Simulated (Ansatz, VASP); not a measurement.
## H4NF: VASP beside Ansatz

```
CELL_PARAMETERS angstrom
4.39923 0.00000 0.00000
-2.19961 3.80984 0.00000
0.00000 0.00000 7.11654
ATOMIC_POSITIONS crystal
H 0.33333 0.66667 0.22824
H 0.66667 0.33333 0.72824
H 0.46214 0.53786 0.42291
H 0.92428 0.46214 0.92291
H 0.46214 0.92428 0.42291
H 0.53786 0.46214 0.92291
H 0.07572 0.53786 0.42291
H 0.53786 0.07572 0.92291
N 0.33333 0.66667 0.37444
N 0.66667 0.33333 0.87444
F 0.33333 0.66667 0.99710
F 0.66667 0.33333 0.49710
```

Alike in both runs: functional r2SCAN; k mesh 6 × 6 × 4; occupations fermi-dirac, width 0.02 eV; no spin polarisation.

Ansatz relaxed the structure, and its values are those at the end. VASP's run is a single point on that final structure, the one shown.

|  | VASP | Ansatz |
| --- | --- | --- |
| version | VASP 6.6.1 | Ansatz 0.2.0 |
| potentials or method | VASP PAW PBE potentials, release 64 (H, N, F), cutoff 520 eV | PAW plane waves |
| valence electrons in the cell | 32 | 32 |

|  | VASP | Ansatz | Ansatz less VASP |
| --- | --- | --- | --- |
| gap on the k mesh at the Fermi level (eV) | 6.62 | 6.62 | -0.001 |
| pressure (GPa) | 0.4 | 0.6 | +0.21 |
| rms of the force components (eV/Å) | 0.024 | 0.001 | -0.0229 |

VASP's potentials were made for PBE, not for r2SCAN. With one functional, cell and mesh, what is left measures potentials, basis and numerics. Ansatz's warnings: stress scf threshold loose, xc potential rough in thin density.
